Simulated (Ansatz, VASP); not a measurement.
# Co in VASP and in Ansatz

```
Co
1.0
     2.50188    0.00000    0.00000
    -1.25094    2.16670    0.00000
     0.00000    0.00000    8.17115
Co
4
Direct
  0.00000 0.00000 0.00000
  0.00000 0.00000 0.50000
  0.33333 0.66667 0.25000
  0.66667 0.33333 0.75000
```

Alike in both runs: task relaxation of cell and atoms; functional revPBE; k mesh 14 × 14 × 4; occupations fermi-dirac, width 0.1 eV; no spin polarisation.

|  | VASP | Ansatz |
| --- | --- | --- |
| version | VASP 6.6.1 | Ansatz 0.2.0 |
| potentials or method | VASP PAW PBE potentials, release 64 (Co), cutoff 600 eV | plane waves (420 eV) with PAW, scalar-relativistic |
| valence electrons in the cell | 36 | 68 |

Ansatz gave:

* relaxed volume (Å³/atom): 10.53
* relaxed cell length with the largest relative difference (Å): 8.018

Question: What did VASP give for the same quantities?

Answer: Relaxed volume (Å³/atom): 10.50; relaxed cell length with the largest relative difference (Å): 8.008.

VASP's potentials were made for PBE, not for revPBE. VASP's potentials hold 36 valence electrons a cell and Ansatz's 68, so a difference there can come from the potentials and not from the codes.

Noted on VASP's run: too few bands were computed for a metal, which touches its energy and stress.
